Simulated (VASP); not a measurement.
Set up this calculation in VASP 6.6.1, as the native input.

```yaml
Task: single point
Functional: PBEsol
Potentials_or_basis: VASP PAW PBE potentials, release 64 (Sr_sv, Ti_sv, O)
Cutoff: 520 eV
k_mesh: 1 × 1 × 1, shifted
Occupations: fermi-dirac, width 0.05 eV
Spin: collinear spin
Dipole_correction: no
Further_INCAR_settings: LREAL = Auto; ALGO = Normal; EDIFF = 1e-06; NBANDS = 196; ISYM = 0
```

The structure of Sr8Ti9O24 (a cell with a defect) lies in POSCAR:

```
Sr8Ti9O24
1.0
    7.7828210000      0.0000000000      0.0000000000
    0.0000000000      7.7828210000      0.0000000000
    0.0000000000      0.0000000000      7.7828210000
Sr Ti O
8 9 24
Direct
    0.9622310000      0.0011600000      0.9055450000
    0.9807600000      0.0036270000      0.5212710000
    0.0043210000      0.5056060000      0.0005870000
    0.0061290000      0.5060870000      0.5018400000
    0.4955680000      0.0060330000      0.0002090000
    0.5041260000      0.0046580000      0.5192610000
    0.5168280000      0.5052570000      0.0009670000
    0.5227130000      0.5064090000      0.4797060000
    0.0844060000      0.0179690000      0.1814070000
    0.2492020000      0.2594720000      0.7504560000
    0.2682380000      0.7495160000      0.2612060000
    0.2500310000      0.7509900000      0.7492020000
    0.7662990000      0.2545480000      0.2407850000
    0.7380780000      0.2629930000      0.7412470000
    0.7662490000      0.7567310000      0.2409150000
    0.7368850000      0.7466780000      0.7406760000
    0.2697260000      0.2615480000      0.2653550000
    0.2117030000      0.1935410000      0.0239160000
    0.2825480000      0.2993660000      0.5156160000
    0.2137640000      0.8220970000      0.0253900000
    0.2815720000      0.7146300000      0.5142670000
    0.7776550000      0.2708380000      0.9945830000
    0.7290110000      0.2424440000      0.4960370000
    0.7762700000      0.7411130000      0.9942100000
    0.7307960000      0.7692220000      0.4955480000
    0.0142000000      0.2487560000      0.2954970000
    0.9981730000      0.2622220000      0.7292150000
    0.0151190000      0.7706920000      0.2931020000
    0.9986160000      0.7473220000      0.7284180000
    0.5160900000      0.2546750000      0.2284630000
    0.4942680000      0.2540200000      0.7882760000
    0.5151580000      0.7587600000      0.2306600000
    0.4943040000      0.7567720000      0.7863480000
    0.2779580000      0.0062040000      0.3232620000
    0.2432340000      0.0055940000      0.7233930000
    0.2596880000      0.5079860000      0.2198720000
    0.2485560000      0.5058550000      0.8080110000
    0.8003170000      0.0064250000      0.2171350000
    0.7287900000      0.0054510000      0.7417750000
    0.7744350000      0.5070100000      0.2558430000
    0.7369200000      0.5051280000      0.7268740000
```

One way to write it, as run:

INCAR

```
SYSTEM = Sr8Ti9O24
ALGO = Normal
EDIFF = 1E-6
ENCUT = 520
GGA = PS
GGA_COMPAT = .FALSE.
ISIF = 2
ISMEAR = -1
ISPIN = 2
ISYM = 0
LASPH = .TRUE.
LCHARG = .FALSE.
LMAXMIX = 4
LORBIT = 11
LREAL = Auto
LWAVE = .FALSE.
MAGMOM = 0 0 0 0 0 0 0 0 0.25 0 0 0 0 0 0 0 0.25 0.25 0.25 0 0 0 0 0 0 0.25 0 0 0 0.25 0 0 0 0.25 0 0.25 0 0 0 0 0
NBANDS = 196
NELM = 200
PREC = Accurate
SIGMA = 0.05
```

KPOINTS

```
Automatic mesh
0
Gamma
  1 1 1
  0.25 0.25 0.25
```

Potentials or basis: VASP PAW PBE potentials, release 64 (Sr_sv, Ti_sv, O).

Command:

```console
$ cat potpaw_PBE.64/Sr_sv/POTCAR potpaw_PBE.64/Ti_sv/POTCAR potpaw_PBE.64/O/POTCAR > POTCAR
$ mpirun -np 1 vasp_std > vasp.out
```

Results of the run:

```json
{
  "Pressure": "6.2 GPa",
  "Largest force": "0.197 eV/Å",
  "Band gap on the k mesh": "0.01 eV",
  "Net moment": "-0.01 μB per cell",
  "Valence electrons inside the program's atomic spheres": "Sr 8.31, 8.10, 8.01, 8.00, 8.06, 8.02, 8.04 (each value once); Ti 10.59, 10.34, 10.41, 10.35, 10.36, 10.42, 10.43 (each value once); O 5.01, 5.05, 5.00, 5.04, 5.03, 5.08, 5.07 (each value once)"
}
```

Caveat: the smearing spreads over this small gap; the PAW data sets were made with another functional, which shifts forces and pressure a little.

Run time: 60 min on 1 thread of Oxide Virtual Turin-like Processor, with other jobs on the host, peak memory 0.93 GiB.
